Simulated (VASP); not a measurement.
# SiC (P6_3mc) in VASP: notebook

Runs on SiC. Level: HSE06. Tasks: single point.

All numbers are computed with VASP 6.6.1; they aren't measurements. Logs are shortened: lines on timing, memory, paths and dates and some standing lists are left out, and cuts for length are marked.

### Step 1. The cell of the first run

The structure is hexagonal, space group P6_3mc (No. 186). The conventional cell has a = 3.108 Å, b = 3.108 Å, c = 10.060 Å, α = 90.00°, β = 90.00°, γ = 120.00°. Within 2.5 Å of Si (site symmetry 3m) lie 4 C at 1.89 to 1.90 Å. Si (site symmetry 3m) has 4 C at 1.90 Å within 2.5 Å. Within 2.5 Å of C (site symmetry 3m) lie 4 Si at 1.89 to 1.90 Å. C (site symmetry 3m) has 4 Si at 1.90 Å within 2.5 Å.

### Step 2. Single point, HSE06 (epitaxial xy strain +1.0%)

File POSCAR:

```
SiC
1.0
    3.1083305834      0.0000000000      0.0000000000
   -1.5541652917      2.6918932486      0.0000000000
    0.0000000000      0.0000000000     10.0598065426
Si C
4 4
Direct
    0.0000000000      0.0000000000     -0.0004032848
    0.3333333333      0.6666666667      0.2496515939
    0.0000000000      0.0000000000      0.4995967152
    0.6666666667      0.3333333333      0.7496515939
    0.0000000000      0.0000000000      0.1875287746
    0.3333333333      0.6666666667      0.4382229163
    0.0000000000      0.0000000000      0.6875287746
    0.6666666667      0.3333333333      0.9382229163
```

File INCAR.step1:

```
  ALGO = Normal
  EDIFF = 1E-5
  ENCUT = 520
  GGA = PE
  ISIF = 2
  ISMEAR = 0
  LASPH = True
  LREAL = False
  LWAVE = True
  NBANDS = 26
  NELM = 60
  PREC = Accurate
  SIGMA = 0.01
```

File INCAR.step2:

```
  ALGO = Normal
  EDIFF = 1E-6
  ENCUT = 520
  GGA = PE
  HFSCREEN = 0.2079
  ISIF = 2
  ISMEAR = 0
  ISTART = 1
  LASPH = True
  LCHARG = True
  LELF = True
  LHFCALC = True
  LREAL = False
  LVHAR = True
  LWAVE = False
  NBANDS = 26
  NELM = 60
  PREC = Accurate
  PRECFOCK = Fast
  SIGMA = 0.01
```

File KPOINTS:

```
k-points
0
Gamma
  6 6 2
```

Potentials or basis: VASP PAW PBE potentials, release 64 (Si, C).

Command:

```
> cat potpaw_PBE.64/Si/POTCAR potpaw_PBE.64/C/POTCAR > POTCAR
> cp INCAR.step1 INCAR
> mpirun -np 1 vasp_std > vasp.out
> cp INCAR.step2 INCAR
> mpirun -np 1 vasp_std > vasp.out
```

OUTCAR:

```text
EDIFF = 1E-6
   ENCUT = 520
   GGA = PE
   HFSCREEN = 0.2079
   ISIF = 2
   ISMEAR = 0
   ISTART = 1
   LASPH = True
   LHFCALC = True
   LREAL = False
   NELM = 60
   PREC = Accurate
   PRECFOCK = Fast

 ion  position               nearest neighbor table
   1  0.000  0.000  1.000-   5 1.89   8 1.90   8 1.90   8 1.90   4 3.09   4 3.09   4 3.09   2 3.09
                             2 3.09   2 3.09
   2  0.333  0.667  0.250-   6 1.90   5 1.90   5 1.90   5 1.90   3 3.09   3 3.09   3 3.09   1 3.09
                             1 3.09   1 3.09
   3  0.000  0.000  0.500-   7 1.89   6 1.90   6 1.90   6 1.90   2 3.09   2 3.09   2 3.09   4 3.09
                             4 3.09   4 3.09
   4  0.667  0.333  0.750-   8 1.90   7 1.90   7 1.90   7 1.90   1 3.09   1 3.09   1 3.09   3 3.09
                             3 3.09   3 3.09
   5  0.000  0.000  0.188-   1 1.89   2 1.90   2 1.90   2 1.90
   6  0.333  0.667  0.438-   2 1.90   3 1.90   3 1.90   3 1.90
   7  0.000  0.000  0.688-   3 1.89   4 1.90   4 1.90   4 1.90
   8  0.667  0.333  0.938-   4 1.90   1 1.90   1 1.90   1 1.90

  LATTYP: Found a hexagonal cell.
 ALAT       =     3.1083305834
 C/A-ratio  =     3.2364017509

  Lattice vectors:

 A1 = (   3.1083305834,   0.0000000000,   0.0000000000)
 A2 = (  -1.5541652917,   2.6918932486,   0.0000000000)
 A3 = (   0.0000000000,   0.0000000000,  10.0598065426)

Analysis of symmetry for initial positions (statically):
=====================================================================
 Subroutine PRICEL returns:
 Original cell was already a primitive cell.

 Routine SETGRP: Setting up the symmetry group for a
 hexagonal supercell.

 Subroutine GETGRP returns: Found 12 space group operations
 (whereof  6 operations were pure point group operations)
 out of a pool of 24 trial point group operations.

The static configuration has the point symmetry C_3v.
 The point group associated with its full space group is C_6v.

Analysis of symmetry for dynamics (positions and initial velocities):
=====================================================================
 Subroutine PRICEL returns:
 Original cell was already a primitive cell.

 Routine SETGRP: Setting up the symmetry group for a
 hexagonal supercell.

 Subroutine GETGRP returns: Found 12 space group operations
 (whereof  6 operations were pure point group operations)
 out of a pool of 24 trial point group operations.

The dynamic configuration has the point symmetry C_3v.
 The point group associated with its full space group is C_6v.

 Subroutine INISYM returns: Found 12 space group operations
 (whereof  6 operations are pure point group operations),
 and found     1 'primitive' translations

----------------------------------------------------------------------------------------

                                     Primitive cell

  volume of cell :      84.1734

  direct lattice vectors                    reciprocal lattice vectors
     3.108330583  0.000000000  0.000000000     0.321716102  0.185742878  0.000000000
    -1.554165292  2.691893249  0.000000000     0.000000000  0.371485757  0.000000000
     0.000000000  0.000000000 10.059806543     0.000000000  0.000000000  0.099405490

  length of vectors
     3.108330583  3.108330583 10.059806543     0.371485757  0.371485757  0.099405490

  position of ions in fractional coordinates (direct lattice)
     0.000000000  0.000000000  0.999596715
     0.333333333  0.666666667  0.249651594
     0.000000000  0.000000000  0.499596715
     0.666666667  0.333333333  0.749651594
     0.000000000  0.000000000  0.187528775
     0.333333333  0.666666667  0.438222916
     0.000000000  0.000000000  0.687528775
     0.666666667  0.333333333  0.938222916

  ion indices of the primitive-cell ions
   primitive index   ion index
                 1           1
                 2           2
                 3           3
                 4           4
                 5           5
                 6           6
                 7           7
                 8           8

----------------------------------------------------------------------------------------

 KPOINTS: k-points

Automatic generation of k-mesh.
 Grid dimensions read from file:
 generate k-points for:    6    6    2

 Generating k-lattice:

  Cartesian coordinates                     Fractional coordinates (reciprocal lattice)
     0.053619350  0.030957146  0.000000000     0.166666667  0.000000000  0.000000000
     0.000000000  0.061914293  0.000000000     0.000000000  0.166666667  0.000000000
     0.000000000  0.000000000  0.049702745     0.000000000  0.000000000  0.500000000

  Length of vectors
     0.061914293  0.061914293  0.049702745

  Shift w.r.t. Gamma in fractional coordinates (k-lattice)
     0.000000000  0.000000000  0.000000000

 Subroutine IBZKPT returns following result:
 ===========================================

 Found     14 irreducible k-points:

 Following reciprocal coordinates:
            Coordinates               Weight
  0.000000  0.000000  0.000000      1.000000
  0.166667  0.000000  0.000000      6.000000
  0.333333 -0.000000  0.000000      6.000000
  0.500000  0.000000  0.000000      3.000000
  0.166667  0.166667  0.000000      6.000000
  0.333333  0.166667  0.000000     12.000000
  0.333333  0.333333  0.000000      2.000000
  0.000000  0.000000  0.500000      1.000000
  0.166667  0.000000  0.500000      6.000000
  0.333333 -0.000000  0.500000      6.000000
  0.500000  0.000000  0.500000      3.000000
  0.166667  0.166667  0.500000      6.000000
  0.333333  0.166667  0.500000     12.000000
  0.333333  0.333333  0.500000      2.000000
   k-points           NKPTS =     14   k-points in BZ     NKDIM =     72   number of bands    NBANDS=     26
   number of dos      NEDOS =    301   number of ions     NIONS =      8
   total plane-waves  NPLWV =  46080
   dimension x,y,z NGX =    24 NGY =   24 NGZ =   80
   dimension x,y,z NGXF=    48 NGYF=   48 NGZF=  160
   ions per type =               4   4
   NGX,Y,Z   is equivalent  to a cutoff of  12.84, 12.84, 13.22 a.u.
   NGXF,Y,Z  is equivalent  to a cutoff of  25.67, 25.67, 26.44 a.u.
 SYSTEM =  unknown system
   PREC   = accura    normal or accurate (medium, high low for compatibility)
   ISTART =      1    job   : 0-new  1-cont  2-samecut
   ICHARG =      0    charge: 1-file 2-atom 10-const
   ISPIN  =      1    spin polarized calculation?
   LNONCOLLINEAR =      F non collinear calculations
   LSORBIT =      F    spin-orbit coupling
   LASPH  =      T    aspherical Exc in radial PAW
   ENCUT  =  520.0 eV  38.22 Ry    6.18 a.u.   5.78  5.78 18.70*2*pi/ulx,y,z
   NELM   =     60;   NELMIN=  2; NELMDL=  0     # of ELM steps
   EDIFF  = 0.1E-05   stopping-criterion for ELM
   LREAL  =      F    real-space projection
   EDIFFG = 0.1E-04   stopping-criterion for IOM
   NSW    =      0    number of steps for IOM
   IBRION =     -1    ionic relax: 0-MD 1-quasi-New 2-CG
   NFREE  =      0    steps in history (QN), initial steepest desc. (CG)
   ISIF   =      2    stress and relaxation
   ISYM   =      3    0-nonsym 1-usesym 2-fastsym
   POTIM  = 0.5000    time-step for ionic-motion
   TEBEG  =    0.0;   TEEND  =   0.0 temperature during run
   PSTRESS=    0.0 pullay stress
   NELECT =      32.0000    total number of electrons
   NUPDOWN=      -1.0000    fix difference up-down
   EMIN   =  10.00;   EMAX   =-10.00  energy-range for DOS
   EFERMI =   0.00;   METHOD = LEGACY
   ISMEAR =     0;   SIGMA  =   0.01  broadening in eV -4-tet -1-fermi 0-gaus
   EFERMI_NEDOS =   21; number of points for ismear=-14 and -15
   IALGO  =     38    algorithm
   IMIX   =      1    mixing-type and parameters
     AMIX     =   0.40;   BMIX     =  1.00
     AMIX_MAG =   1.60;   BMIX_MAG =  1.00
  volume/ion in A,a.u.               =      10.52        71.00
  Fermi-wavevector in a.u.,A,eV,Ry     =   1.185951  2.241122 19.136306  1.406479
  Thomas-Fermi vector in A             =   2.322134
   LORBIT       =      0    0 simple, 1 ext, 2 COOP (PROOUT), +10 PAW based schemes
   GGA     = PE    functional components
   LHFCALC =     T    Hartree Fock is set to
   PRECFOCK=fast      Normal, Fast or Accurate (Low or Medium for compatibility)
   ENCUT4O =  -1.0   cutoff for four orbital integrals eV
   NKREDX  =     1    reduce k-point grid by
   NKREDY  =     1    reduce k-point grid by
   NKREDZ  =     1    reduce k-point grid by
   AEXX    =    0.2500 exact exchange contribution
   HFSCREEN=    0.2079 screening length (either q_TF or 0.3 A-1)
   HFSCREENC=   0.2079 screening length for correlation (either q_TF or 0.3 A-1)
   ENCUTFOCK=  -1.0 apply spherical cutoff to Coloumb kernel
   IVDW    =     0    specifies the selected vdW correction
   LEPSILON=     F    determine dielectric tensor
   LRPA    =     F    only Hartree local field effects (RPA)
 non-spin polarized calculation
 Gauss-broadening in eV      SIGMA  =   0.01
  energy-cutoff  :      520.00
  volume of cell :       84.17
 maximum number of plane-waves:      2292
 NGX is ok and might be reduce to    24
  NGX = 14; NGY = 14; NGZ = 48

 number of electron      32.0000002 magnetization

 Free energy of the ion-electron system (eV)
  ---------------------------------------------------
  ext. energy  EPLUGINS =         0.00000000
  ---------------------------------------------------
  free energy    TOTEN  =       -69.64053782 eV

  energy without entropy =      -69.64053782  energy(sigma->0) =      -69.64053782

 E-fermi :   7.4494     XC(G=0):  -9.2968

 val. band max:        7.4061453996   @ k =   0.0000   0.0000   0.0000
 cond. band min:      10.5583375835   @ k =   0.5000   0.0000   0.0000
 fundamental gap:      3.1521921840
 Fermi energy:         7.4493790016

 k-point     1 :       0.0000    0.0000    0.0000
  band No.  band energies     occupation
      1      -9.5475      2.00000
      2      -8.2622      2.00000
      3      -8.2246      2.00000
      4      -5.6751      2.00000
      5      -1.9152      2.00000
      6       2.7178      2.00000
[... 18 lines left out ...]
     25      16.0570      0.00000
     26      16.5841      0.00000

 k-point     2 :       0.1667    0.0000    0.0000
  band No.  band energies     occupation
      1      -9.0379      2.00000
      2      -7.7718      2.00000
      3      -7.7313      2.00000
      4      -5.2576      2.00000
      5      -1.4521      2.00000
      6       2.6631      2.00000
[... 18 lines left out ...]
     25      16.5098      0.00000
     26      16.7780      0.00000

 k-point     3 :       0.3333   -0.0000    0.0000
  band No.  band energies     occupation
      1      -7.5796      2.00000
      2      -6.4111      2.00000
      3      -6.3547      2.00000
      4      -4.2999      2.00000
      5      -0.6357      2.00000
      6       0.1192      2.00000
[... 18 lines left out ...]
     25      17.4879      0.00000
     26      17.7430      0.00000

 k-point     4 :       0.5000    0.0000    0.0000
  band No.  band energies     occupation
      1      -5.9473      2.00000
      2      -5.3579      2.00000
      3      -5.0997      2.00000
      4      -4.2995      2.00000
      5      -1.8920      2.00000
      6      -1.5664      2.00000
[... 18 lines left out ...]
     25      17.4994      0.00000
     26      19.1351      0.00000
[... 206 lines left out ...]
      1      -7.7315      2.00000
      2      -7.7315      2.00000
      3      -5.4617      2.00000
      4      -5.4617      2.00000
      5       0.2966      2.00000
      6       0.2966      2.00000
[... 18 lines left out ...]
     25      17.2289      0.00000
     26      17.2289      0.00000

 k-point    13 :       0.3333    0.1667    0.5000
  band No.  band energies     occupation
      1      -6.0178      2.00000
      2      -6.0178      2.00000
      3      -4.4466      2.00000
      4      -4.4466      2.00000
      5      -0.9618      2.00000
      6      -0.9618      2.00000
[... 18 lines left out ...]
     25      17.4386      0.00000
     26      17.4386      0.00000

 k-point    14 :       0.3333    0.3333    0.5000
  band No.  band energies     occupation
      1      -4.6954      2.00000
      2      -4.6954      2.00000
      3      -4.6150      2.00000
      4      -4.6150      2.00000
      5      -0.6275      2.00000
      6      -0.6275      2.00000
[... 18 lines left out ...]
     25      18.9579      0.00000
     26      18.9580      0.00000

------------------------ aborting loop because EDIFF is reached ----------------------------------------

  FORCE on cell =-STRESS in cart. coord.  units (eV):
  Direction    XX          YY          ZZ          XY          YZ          ZX
  --------------------------------------------------------------------------------------
  -------------------------------------------------------------------------------------
  Total       -3.9023266     -3.9023266     -0.9301573      0.0000000      0.0000000      0.0000000
  in kB      -74.2778848    -74.2778848    -17.7048523      0.0000000      0.0000000      0.0000000
  external PRESSURE =     -55.4202073 kB  Pullay stress =       0.0000000 kB

 VOLUME and BASIS-vectors are now :
 -----------------------------------------------------------------------------
  energy-cutoff  :      520.00
  volume of cell :       84.17
      direct lattice vectors                 reciprocal lattice vectors
     3.108330583  0.000000000  0.000000000     0.321716102  0.185742878  0.000000000
    -1.554165292  2.691893249  0.000000000     0.000000000  0.371485757  0.000000000
     0.000000000  0.000000000 10.059806543     0.000000000  0.000000000  0.099405490

 POSITION                                       TOTAL-FORCE (eV/Angst)
 -----------------------------------------------------------------------------------
      0.00000      0.00000     10.05575         0.000000     -0.000000     -0.021678
     -0.00000      1.79460      2.51145        -0.000000     -0.000000     -0.006776
      0.00000      0.00000      5.02585        -0.000000      0.000000     -0.021678
      1.55417      0.89730      7.54135        -0.000000     -0.000000     -0.006776
      0.00000      0.00000      1.88650         0.000000     -0.000000      0.012278
     -0.00000      1.79460      4.40844        -0.000000      0.000000      0.016176
      0.00000      0.00000      6.91641        -0.000000     -0.000000      0.012278
      1.55417      0.89730      9.43834         0.000000     -0.000000      0.016176
 -----------------------------------------------------------------------------------
    total drift:                               -0.000000      0.000001      0.000535

  FREE ENERGIE OF THE ION-ELECTRON SYSTEM (eV)
  ---------------------------------------------------
  free  energy   TOTEN  =       -69.6405378217 eV

  energy  without entropy=      -69.6405378217  energy(sigma->0) =      -69.64053782
```

Run time: 12 min. Hardware: 1 thread of Intel Xeon 6975P-C (Granite Rapids), shared host; peak memory 0.32 GiB.

What came out:

| Quantity | Value |
| --- | --- |
| Free energy | -69.6405 eV |
| Pressure | -5.5 GPa |
| Largest force | 0.022 eV/Å |
| Band gap on the k mesh | 3.15 eV (least direct gap 4.40 eV) |

Forces in eV/Å, atoms in the order of the input:
```
Si   0.000  0.000 -0.022
Si   0.000  0.000 -0.007
Si   0.000  0.000 -0.022
Si   0.000  0.000 -0.007
C    0.000  0.000  0.012
C    0.000  0.000  0.016
C    0.000  0.000  0.012
C    0.000  0.000  0.016
```

Levels at points of the mesh, in eV from the valence-band top:
| k point | band 13 | band 14 | band 15 | band 16 | band 17 | band 18 | band 19 | band 20 |
| --- | --- | --- | --- | --- | --- | --- | --- | --- |
| (0.00, 0.00, 0.00) | -0.71 | -0.05 | -0.05 | 0.00 | 5.91 | 6.54 | 7.24 | 7.41 |
| (0.50, 0.00, 0.00) | -2.63 | -2.37 | -1.68 | -1.25 | 3.15 | 3.20 | 5.15 | 5.78 |
| (0.00, 0.00, 0.50) | -0.28 | -0.28 | -0.28 | -0.28 | 6.13 | 6.13 | 7.71 | 7.71 |
| (0.50, 0.00, 0.50) | -2.65 | -2.65 | -1.72 | -1.72 | 3.51 | 3.51 | 5.22 | 5.22 |

Caveat: the cell differs from its parent crystal (epitaxial xy strain +1.0%); the cell stands under tension; the PAW data sets were made with another functional, which shifts forces and pressure a little. A k mesh can miss the band edges.

(Part 1 of 2 ends here.)
